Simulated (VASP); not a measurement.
# H4C (I-42m) in VASP: a series of runs

H4C is run at these levels: LDA; tasks: single point.

Everything below comes from runs of VASP 6.6.1. Logs are shortened: lines on timing, memory, paths and dates and some standing lists are left out, and cuts for length are marked.

## 1. The cell of the first run

It takes space group I-42m (No. 121, tetragonal). Conventional cell: a = 4.958 Å, b = 4.958 Å, c = 4.462 Å, α = 90.00°, β = 90.00°, γ = 90.00°. H (site symmetry m) has 1 C at 1.05 Å within 1.4 Å. Within 1.4 Å of C (site symmetry -42m) lie 4 H at 1.05 Å.

## 2. Single point, LDA (strain -0.1000 x Voigt [1, 0, 0, 0, 0, 0])

Contents of INCAR:

```
  ALGO = Normal
  EDIFF = 1E-6
  ENCUT = 520
  GGA = CA
  ISIF = 2
  ISMEAR = 0
  LASPH = True
  LCHARG = False
  LREAL = False
  LWAVE = False
  NBANDS = 12
  NELM = 80
  PREC = Accurate
  SIGMA = 0.05
```

Contents of KPOINTS:

```
k-points
0
Gamma
  6 6 6
```

Contents of POSCAR:

```
H4C
1.0
   -2.2310322128      2.4789246809      2.4789246809
    2.2310322128     -2.4789246809      2.4789246809
    2.2310322128      2.4789246809     -2.4789246809
H C
4 1
Direct
    0.0000000000      0.0000000000      0.7463128700
    0.7463128700      0.0000000000      0.0000000000
    0.0000000000      0.7463128700      0.0000000000
    0.2536871300      0.2536871300      0.2536871300
    0.0000000000      0.0000000000      0.0000000000
```

Potentials or basis: VASP PAW LDA potentials, release 64 (H, C).

On the command line:

```console
cat potpaw_LDA.64/H/POTCAR potpaw_LDA.64/C/POTCAR > POTCAR
mpirun -np 1 vasp_std > vasp.out
```

OUTCAR:

```text
EDIFF = 1E-6
   ENCUT = 520
   GGA = CA
   ISIF = 2
   ISMEAR = 0
   LASPH = True
   LREAL = False
   NELM = 80
   PREC = Accurate

 ion  position               nearest neighbor table
   1  0.000  0.000  0.746-   5 1.05
   2  0.746  0.000  0.000-   5 1.05
   3  0.000  0.746  0.000-   5 1.05
   4  0.254  0.254  0.254-   5 1.05
   5  0.000  0.000  0.000-   1 1.05   2 1.05   3 1.05   4 1.05

  LATTYP: Found a body centered tetragonal cell.
 ALAT       =     4.9578493618
 C/A-ratio  =     0.9000000000

  Lattice vectors:

 A1 = (  -2.2310322128,   2.4789246809,  -2.4789246809)
 A2 = (  -2.2310322128,  -2.4789246809,   2.4789246809)
 A3 = (   2.2310322128,   2.4789246809,   2.4789246809)

Analysis of symmetry for initial positions (statically):
=====================================================================
 Subroutine PRICEL returns:
 Original cell was already a primitive cell.

 Routine SETGRP: Setting up the symmetry group for a
 body centered tetragonal supercell.

 Subroutine GETGRP returns: Found  8 space group operations
 (whereof  8 operations were pure point group operations)
 out of a pool of 16 trial point group operations.

The static configuration has the point symmetry D_2d.

Analysis of symmetry for dynamics (positions and initial velocities):
=====================================================================
 Subroutine PRICEL returns:
 Original cell was already a primitive cell.

 Routine SETGRP: Setting up the symmetry group for a
 body centered tetragonal supercell.

 Subroutine GETGRP returns: Found  8 space group operations
 (whereof  8 operations were pure point group operations)
 out of a pool of 16 trial point group operations.

The dynamic configuration has the point symmetry D_2d.

 Subroutine INISYM returns: Found  8 space group operations
 (whereof  8 operations are pure point group operations),
 and found     1 'primitive' translations

----------------------------------------------------------------------------------------

                                     Primitive cell

  volume of cell :      54.8394

  direct lattice vectors                    reciprocal lattice vectors
    -2.231032213  2.478924681  2.478924681     0.000000000  0.201700360  0.201700360
     2.231032213 -2.478924681  2.478924681     0.224111511  0.000000000  0.201700360
     2.231032213  2.478924681 -2.478924681     0.224111511  0.201700360  0.000000000

  length of vectors
     4.155434981  4.155434981  4.155434981     0.285247384  0.301511201  0.301511201

  position of ions in fractional coordinates (direct lattice)
     0.000000000  0.000000000  0.746312870
     0.746312870  0.000000000  0.000000000
     0.000000000  0.746312870  0.000000000
     0.253687130  0.253687130  0.253687130
     0.000000000  0.000000000  0.000000000

  ion indices of the primitive-cell ions
   primitive index   ion index
                 1           1
                 2           2
                 3           3
                 4           4
                 5           5

----------------------------------------------------------------------------------------

 KPOINTS: k-points

Automatic generation of k-mesh.
 Grid dimensions read from file:
 generate k-points for:    6    6    6

 Generating k-lattice:

  Cartesian coordinates                     Fractional coordinates (reciprocal lattice)
     0.000000000  0.033616727  0.033616727     0.166666667  0.000000000  0.000000000
     0.037351918  0.000000000  0.033616727     0.000000000  0.166666667  0.000000000
     0.037351918  0.033616727  0.000000000     0.000000000  0.000000000  0.166666667

  Length of vectors
     0.047541231  0.050251867  0.050251867

  Shift w.r.t. Gamma in fractional coordinates (k-lattice)
     0.000000000  0.000000000  0.000000000

 Subroutine IBZKPT returns following result:
 ===========================================

 Found     30 irreducible k-points:

 Following reciprocal coordinates:
            Coordinates               Weight
  0.000000  0.000000  0.000000      1.000000
  0.166667  0.000000  0.000000      4.000000
  0.333333  0.000000  0.000000      4.000000
  0.500000  0.000000  0.000000      2.000000
 -0.000000  0.166667  0.000000      8.000000
  0.166667  0.166667  0.000000     16.000000
[... 16 lines left out ...]
  0.166667 -0.166667  0.166667      4.000000
  0.333333 -0.166667  0.166667      8.000000
 [... further k-points ...]
   k-points           NKPTS =     30   k-points in BZ     NKDIM =     30   number of bands    NBANDS=     12
   number of dos      NEDOS =    301   number of ions     NIONS =      5
   total plane-waves  NPLWV =  32768
   dimension x,y,z NGX =    32 NGY =   32 NGZ =   32
   dimension x,y,z NGXF=    64 NGYF=   64 NGZF=   64
   ions per type =               4   1
   NGX,Y,Z   is equivalent  to a cutoff of  12.80, 12.80, 12.80 a.u.
   NGXF,Y,Z  is equivalent  to a cutoff of  25.60, 25.60, 25.60 a.u.
 SYSTEM =  unknown system
   PREC   = accura    normal or accurate (medium, high low for compatibility)
   ISTART =      0    job   : 0-new  1-cont  2-samecut
   ICHARG =      2    charge: 1-file 2-atom 10-const
   ISPIN  =      1    spin polarized calculation?
   LNONCOLLINEAR =      F non collinear calculations
   LSORBIT =      F    spin-orbit coupling
   LASPH  =      T    aspherical Exc in radial PAW
   ENCUT  =  520.0 eV  38.22 Ry    6.18 a.u.   7.73  7.73  7.73*2*pi/ulx,y,z
   NELM   =     80;   NELMIN=  2; NELMDL= -5     # of ELM steps
   EDIFF  = 0.1E-05   stopping-criterion for ELM
   LREAL  =      F    real-space projection
   EDIFFG = 0.1E-04   stopping-criterion for IOM
   NSW    =      0    number of steps for IOM
   IBRION =     -1    ionic relax: 0-MD 1-quasi-New 2-CG
   NFREE  =      0    steps in history (QN), initial steepest desc. (CG)
   ISIF   =      2    stress and relaxation
   ISYM   =      2    0-nonsym 1-usesym 2-fastsym
   POTIM  = 0.5000    time-step for ionic-motion
   TEBEG  =    0.0;   TEEND  =   0.0 temperature during run
   PSTRESS=    0.0 pullay stress
   NELECT =       8.0000    total number of electrons
   NUPDOWN=      -1.0000    fix difference up-down
   EMIN   =  10.00;   EMAX   =-10.00  energy-range for DOS
   EFERMI =   0.00;   METHOD = LEGACY
   ISMEAR =     0;   SIGMA  =   0.05  broadening in eV -4-tet -1-fermi 0-gaus
   EFERMI_NEDOS =   21; number of points for ismear=-14 and -15
   IALGO  =     38    algorithm
   IMIX   =      4    mixing-type and parameters
     AMIX     =   0.40;   BMIX     =  1.00
     AMIX_MAG =   1.60;   BMIX_MAG =  1.00
  volume/ion in A,a.u.               =      10.97        74.01
  Fermi-wavevector in a.u.,A,eV,Ry     =   0.861802  1.628569 10.105076  0.742702
  Thomas-Fermi vector in A             =   1.979509
   LORBIT       =      0    0 simple, 1 ext, 2 COOP (PROOUT), +10 PAW based schemes
   GGA     = CA    functional components
   LHFCALC =     F    Hartree Fock is set to
   AEXX    =    0.0000 exact exchange contribution
   IVDW    =     0    specifies the selected vdW correction
   LEPSILON=     F    determine dielectric tensor
   LRPA    =     F    only Hartree local field effects (RPA)
 non-spin polarized calculation
 Gauss-broadening in eV      SIGMA  =   0.05
  energy-cutoff  :      520.00
  volume of cell :       54.84
 maximum number of plane-waves:      1484
   NGX = 15   NGY = 15   NGZ = 15

 number of electron       8.0000000 magnetization

 Free energy of the ion-electron system (eV)
  ---------------------------------------------------
  ext. energy  EPLUGINS =         0.00000000
  ---------------------------------------------------
  free energy    TOTEN  =       -24.73485557 eV

  energy without entropy =      -24.73485557  energy(sigma->0) =      -24.73485557

 E-fermi :  -6.1482     XC(G=0):  -6.4617

 val. band max:       -6.4179775890   @ k =   0.0000   0.0000   0.0000
 cond. band min:       0.6561578529   @ k =   0.0000   0.0000   0.0000
 fundamental gap:      7.0741354419
 Fermi energy:        -6.1481635429

 k-point     1 :       0.0000    0.0000    0.0000
  band No.  band energies     occupation
      1     -15.2490      2.00000
      2      -7.1571      2.00000
      3      -7.1571      2.00000
      4      -6.4180      2.00000
      5       0.6562      0.00000
      6       5.0070      0.00000
      7       6.3415      0.00000
      8       6.3415      0.00000
      9       9.3197      0.00000
     10      10.2085      0.00000
     11      10.2085      0.00000
     12      10.4271      0.00000

 k-point     2 :       0.1667    0.0000    0.0000
  band No.  band energies     occupation
      1     -15.1836      2.00000
      2      -7.4177      2.00000
      3      -7.1537      2.00000
      4      -6.4830      2.00000
      5       1.1053      0.00000
      6       4.8555      0.00000
      7       5.9434      0.00000
      8       6.8939      0.00000
      9       8.0688      0.00000
     10       9.2701      0.00000
     11      12.0997      0.00000
     12      12.1665      0.00000

 k-point     3 :       0.3333    0.0000    0.0000
  band No.  band energies     occupation
      1     -15.0462      2.00000
      2      -7.9023      2.00000
      3      -7.1471      2.00000
      4      -6.6101      2.00000
      5       2.0783      0.00000
      6       4.2776      0.00000
      7       5.3600      0.00000
      8       8.0711      0.00000
      9       8.4488      0.00000
     10       9.0306      0.00000
     11      10.8515      0.00000
     12      11.5234      0.00000

 k-point     4 :       0.5000    0.0000    0.0000
  band No.  band energies     occupation
      1     -14.9733      2.00000
      2      -8.1317      2.00000
      3      -7.1437      2.00000
      4      -6.6714      2.00000
      5       2.6773      0.00000
      6       3.8944      0.00000
      7       5.1273      0.00000
      8       8.3848      0.00000
      9       9.2483      0.00000
     10       9.8831      0.00000
     11      10.3598      0.00000
     12      10.5438      0.00000

 k-point     5 :      -0.0000    0.1667    0.0000
  band No.  band energies     occupation
      1     -15.1765      2.00000
      2      -7.2997      2.00000
      3      -7.2433      2.00000
      4      -6.5499      2.00000
      5       1.1556      0.00000
      6       4.9228      0.00000
      7       5.7626      0.00000
      8       6.4140      0.00000
      9       8.7053      0.00000
     10       9.0868      0.00000
     11      11.4348      0.00000
     12      11.9004      0.00000
[... 228 lines left out ...]
      1     -14.9848      2.00000
      2      -7.7086      2.00000
      3      -7.5188      2.00000
      4      -6.7080      2.00000
      5       2.4869      0.00000
      6       4.7880      0.00000
      7       4.9998      0.00000
      8       6.8500      0.00000
      9       7.9896      0.00000
     10       9.1477      0.00000
     11      11.5511      0.00000
     12      12.4986      0.00000

 k-point    22 :       0.5000   -0.3333    0.1667
  band No.  band energies     occupation
      1     -14.8907      2.00000
      2      -7.9154      2.00000
      3      -7.5662      2.00000
      4      -6.8245      2.00000
      5       3.3678      0.00000
      6       4.2488      0.00000
      7       4.9096      0.00000
      8       7.1113      0.00000
      9       7.9455      0.00000
     10       9.2084      0.00000
     11      10.9843      0.00000
     12      12.2585      0.00000

 k-point    23 :       0.1667   -0.1667    0.1667
  band No.  band energies     occupation
      1     -15.1220      2.00000
      2      -7.4507      2.00000
      3      -7.3460      2.00000
      4      -6.5507      2.00000
      5       1.5283      0.00000
      6       4.9882      0.00000
      7       6.1943      0.00000
      8       6.5304      0.00000
      9       6.8914      0.00000
     10      10.6827      0.00000
     11      11.1258      0.00000
     12      11.9436      0.00000

 k-point    24 :       0.3333   -0.1667    0.1667
  band No.  band energies     occupation
      1     -14.9922      2.00000
      2      -7.8607      2.00000
      3      -7.3552      2.00000
      4      -6.6826      2.00000
      5       2.4694      0.00000
      6       4.4755      0.00000
      7       5.8592      0.00000
      8       6.3442      0.00000
      9       8.2062      0.00000
     10       8.9438      0.00000
     11      11.2623      0.00000
     12      12.4574      0.00000

 [... further k-points ...]
[... 5 lines left out ...]
  --------------------------------------------------------------------------------------
  -------------------------------------------------------------------------------------
  Total        2.6265499      1.8068741      1.8068741      0.0000000      0.0000000      0.0000000
  in kB       76.7368092     52.7893106     52.7893106      0.0000000      0.0000000      0.0000000
  external PRESSURE =      60.7718101 kB  Pullay stress =       0.0000000 kB

 VOLUME and BASIS-vectors are now :
 -----------------------------------------------------------------------------
  energy-cutoff  :      520.00
  volume of cell :       54.84
      direct lattice vectors                 reciprocal lattice vectors
    -2.231032213  2.478924681  2.478924681     0.000000000  0.201700360  0.201700360
     2.231032213 -2.478924681  2.478924681     0.224111511  0.000000000  0.201700360
     2.231032213  2.478924681 -2.478924681     0.224111511  0.201700360  0.000000000

 POSITION                                       TOTAL-FORCE (eV/Angst)
 -----------------------------------------------------------------------------------
      1.66505      1.85005     -1.85005        -1.292629     -0.842823      0.842823
     -1.66505      1.85005      1.85005         1.292629     -0.842823     -0.842823
      1.66505     -1.85005      1.85005        -1.292629      0.842823     -0.842823
      0.56598      0.62887      0.62887         1.292629      0.842823      0.842823
      0.00000      0.00000      0.00000         0.000000      0.000000     -0.000000
 -----------------------------------------------------------------------------------
    total drift:                               -0.000001     -0.000000     -0.000001

  FREE ENERGIE OF THE ION-ELECTRON SYSTEM (eV)
  ---------------------------------------------------
  free  energy   TOTEN  =       -24.7348555669 eV

  energy  without entropy=      -24.7348555669  energy(sigma->0) =      -24.73485557
```

It took 10 s on 1 thread of Intel Xeon 6975P-C, shared host; peak memory 0.15 GiB.

What came out:

```
Free energy            : -24.7349 eV
Pressure               : 6.1 GPa
Largest force          : 1.758 eV/Å
Band gap on the k mesh : 7.07 eV, direct
```

Forces in eV/Å, atoms in the order of the input:
```
H   -1.293 -0.843  0.843
H    1.293 -0.843 -0.843
H   -1.293  0.843 -0.843
H    1.293  0.843  0.843
C    0.000  0.000  0.000
```

Caveat: the cell differs from its parent crystal (strain -0.1000 x Voigt [1, 0, 0, 0, 0, 0]); forces of over 1 eV/Å act on the atoms, so gaps and moduli don't describe the material at rest.

## 3. Single point, LDA (strain -0.0750 x Voigt [1, 0, 0, 0, 0, 0])

Contents of INCAR:

```
  PREC = Accurate
  ENCUT = 520
  EDIFF = 1E-7
  ISMEAR = 0
  SIGMA = 0.05
  LREAL = False
  LASPH = True
  NELM = 80
  ALGO = Normal
  ISIF = 2
  LWAVE = False
  LCHARG = False
  GGA = CA
  NBANDS = 12
```

Contents of KPOINTS:

```
Automatic mesh
0
Gamma
  6 6 6
```

POSCAR: that of step 2 with these lines changed.

```diff
@@ -2,5 +2,5 @@
 1.0
-   -2.2310322128      2.4789246809      2.4789246809
-    2.2310322128     -2.4789246809      2.4789246809
-    2.2310322128      2.4789246809     -2.4789246809
+   -2.2930053298      2.4789246809      2.4789246809
+    2.2930053298     -2.4789246809      2.4789246809
+    2.2930053298      2.4789246809     -2.4789246809
 H C
```

Potentials or basis: VASP PAW LDA potentials, release 64 (H, C).

On the command line:

```console
cat potpaw_LDA.64/H/POTCAR potpaw_LDA.64/C/POTCAR > POTCAR
mpirun -np 1 vasp_std > vasp.out
```

It took 11 s on 1 thread of Intel Xeon 6975P-C, shared host; peak memory 0.15 GiB.

It converged, with:

| Item | Value |
| --- | --- |
| Free energy | -24.8010 eV |
| Pressure | 4.6 GPa |
| Largest force | 1.395 eV/Å |
| Band gap on the k mesh | 7.14 eV, direct |

Forces in eV/Å, atoms in the order of the input:
```
H   -1.019 -0.673  0.673
H    1.019 -0.673 -0.673
H   -1.019  0.673 -0.673
H    1.019  0.673  0.673
C    0.000  0.000  0.000
```

Stress tensor (GPa, compression positive):
```
5.87 0.00 0.00
0.00 3.92 0.00
0.00 0.00 3.92
```

Levels at points of the mesh, in eV from the valence-band top:
```csv
k point,band 1,band 2,band 3,band 4,band 5,band 6,band 7,band 8,band 9
"(0.00, 0.00, 0.00)",-8.63,-0.54,-0.54,0.00,7.14,11.65,12.61,12.61,15.84
"(0.50, 0.00, 0.00)",-8.36,-1.48,-0.54,-0.26,9.15,10.42,11.38,14.94,15.56
"(0.00, 0.50, 0.00)",-8.34,-1.26,-0.85,-0.25,9.16,10.62,10.79,15.32,15.49
"(0.50, 0.50, 0.50)",-8.17,-1.23,-1.23,-0.56,9.97,10.44,13.22,13.22,14.06
```

Caveat: the cell differs from its parent crystal (strain -0.0750 x Voigt [1, 0, 0, 0, 0, 0]); forces of over 1 eV/Å act on the atoms, so gaps and moduli don't describe the material at rest. A k mesh can miss the band edges.

## 4. Single point, LDA (strain -0.0500 x Voigt [1, 0, 0, 0, 0, 0])

Contents of INCAR:

```
ALGO = Normal ; EDIFF = 1E-7
ENCUT = 520 ; ISIF = 2
ISMEAR = 0 ; LASPH = True
LCHARG = False ; LREAL = False
LWAVE = False ; NBANDS = 12
NELM = 100 ; PREC = Accurate
SIGMA = 0.05
```

Contents of KPOINTS:

```
k-points
0
Gamma
  6 6 6
```

POSCAR: that of step 3 with these lines changed.

```diff
@@ -2,5 +2,5 @@
 1.0
-   -2.2930053298      2.4789246809      2.4789246809
-    2.2930053298     -2.4789246809      2.4789246809
-    2.2930053298      2.4789246809     -2.4789246809
+   -2.3549784469      2.4789246809      2.4789246809
+    2.3549784469     -2.4789246809      2.4789246809
+    2.3549784469      2.4789246809     -2.4789246809
 H C
```

On the command line:

```console
cat potpaw_LDA.64/H/POTCAR potpaw_LDA.64/C/POTCAR > POTCAR
mpirun -np 1 vasp_std > vasp.out
```

Run time: 16 s. Hardware: 1 thread of Intel Xeon 6975P-C, shared host; peak memory 0.15 GiB.

Results (log left out):

| Item | Value |
| --- | --- |
| Free energy | -24.8502 eV |
| Pressure | 3.2 GPa |
| Largest force | 1.043 eV/Å |
| Band gap on the k mesh | 7.19 eV, direct |

Forces on the atoms (eV/Å):
```
H   -0.748 -0.513  0.513
H    0.748 -0.513 -0.513
H   -0.748  0.513 -0.513
H    0.748  0.513  0.513
C    0.000  0.000  0.000
```

Stress tensor (GPa, compression positive):
```
4.10 0.00 0.00
0.00 2.71 0.00
0.00 0.00 2.71
```

Levels at points of the mesh, in eV from the valence-band top:
| k point | band 1 | band 2 | band 3 | band 4 | band 5 | band 6 | band 7 | band 8 |
| --- | --- | --- | --- | --- | --- | --- | --- | --- |
| (0.00, 0.00, 0.00) | -8.44 | -0.35 | -0.35 | 0.00 | 7.19 | 11.85 | 12.47 | 12.47 |
| (0.50, 0.00, 0.00) | -8.18 | -1.25 | -0.35 | -0.26 | 9.20 | 10.52 | 11.22 | 15.06 |
| (0.00, 0.50, 0.00) | -8.17 | -1.10 | -0.65 | -0.18 | 9.21 | 10.71 | 10.78 | 15.30 |
| (0.50, 0.50, 0.50) | -8.00 | -1.01 | -1.01 | -0.57 | 10.12 | 10.42 | 13.28 | 13.28 |

Caveat: the cell differs from its parent crystal (strain -0.0500 x Voigt [1, 0, 0, 0, 0, 0]); forces of over 1 eV/Å act on the atoms, so gaps and moduli don't describe the material at rest. A k mesh can miss the band edges.

## 5. Overview

| cell | gap on the mesh (eV) | pressure (GPa) | largest force (eV/Å) |
| --- | --- | --- | --- |
| a = 4.155 Å, angles 115.1, 106.8, 106.8°, 5 atoms | 7.07 | 6.1 | 1.76 |
| a = 4.189 Å, angles 113.6, 107.4, 107.4°, 5 atoms | 7.14 | 4.6 | 1.39 |
| a = 4.223 Å, angles 112.2, 108.1, 108.1°, 5 atoms | 7.19 | 3.2 | 1.04 |

Alike in all rows: task single point; level LDA; potentials or basis VASP PAW LDA potentials, release 64 (H, C); no spin polarisation; k mesh 6 × 6 × 6; cutoff (eV) 520; smearing gaussian 0.05 eV.

Caveats: forces of over 1 eV/Å act on the atoms, so gaps and moduli don't describe the material at rest.

Absolute energies hang on the potentials; compare differences alone.
